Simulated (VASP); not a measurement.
Input of a VASP 6.6.1 run:

The input INCAR:

```
SYSTEM = Pt
PREC = Accurate
ENCUT = 520
EDIFF = 1E-6
ISMEAR = 0
SIGMA = 0.15
LREAL = .FALSE.
LASPH = .TRUE.
NELM = 80
ALGO = Normal
ISIF = 2
LWAVE = .FALSE.
LCHARG = .TRUE.
GGA = PS
LELF = .TRUE.
LVHAR = .TRUE.
NBANDS = 17
```

KPOINTS

```
regular mesh
0
G
  18 18 10
  0 0 0
```

The input POSCAR:

```
Pt
1.0
    2.6226323350      0.0000000000      0.0000000000
   -1.3113161675      2.2712662269      0.0000000000
    0.0000000000      0.0000000000      4.5525273000
Pt
2
Direct
    0.6666666667      0.3333333333      0.7500000000
    0.3333333333      0.6666666667      0.2500000000
```

Potentials or basis: VASP PAW PBE potentials, release 64 (Pt).

Command:

```console
$ cat potpaw_PBE.64/Pt/POTCAR > POTCAR
$ mpirun -np 1 vasp_std > vasp.out
```

Problem. What does it give for the band gap on the k mesh?

Solution. Zero (band 10 reaches 13.93 eV, above the bottom of band 11 at 12.24 eV).

Problem. What does it give for the pressure?

Solution. 41.7 GPa.

Stress tensor (GPa, compression positive):
```
44.25  0.00  0.00
 0.00 44.25  0.00
 0.00  0.00 36.59
```

Caveat: the cell differs from its parent crystal (strain -0.050 along x and y, -0.050 along z); the PAW data sets were made with another functional, which shifts forces and pressure a little; spin-orbit coupling is left out, which moves the levels of the heavy elements.
